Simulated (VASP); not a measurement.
Runs of VASP 6.6.1 on BeS. The structure is that of space group F-43m (No. 216), or close to it. The cells are those of the table. 

```csv
level,cell,smearing,share of exact exchange,screening parameter,gap on the mesh (eV),pressure (GPa)
HSE06,"a = 3.432 Å, angles 60.0°, 2 atoms",fermi-dirac 0.02 eV,0.25,0.2079 1/Å,4.05,(b)
PBE0,"a = 3.443 Å, angles 60.0°, 2 atoms",gaussian 0.01 eV,0.25,-,4.80,-1.1
HF,"a = 3.443 Å, angles 60.0°, 2 atoms",gaussian 0.01 eV,1,-,(a),4.1
HSE06,"a = 3.443 Å, angles 60.0°, 2 atoms",gaussian 0.01 eV,0.25,0.2079 1/Å,4.08,-1.1
```

Alike in all rows: task single point; potentials or basis VASP PAW PBE potentials, release 64 (Be, S); no spin polarisation; k mesh 6 × 6 × 6; cutoff (eV) 520.

Task: Fill in the values left out.

Result: (a) 10.50; (b) -0.1.

Caveats: the PAW data sets were made with another functional, which shifts forces and pressure a little; the cell stands under pressure (at least some runs).

A k mesh can miss the band edges.
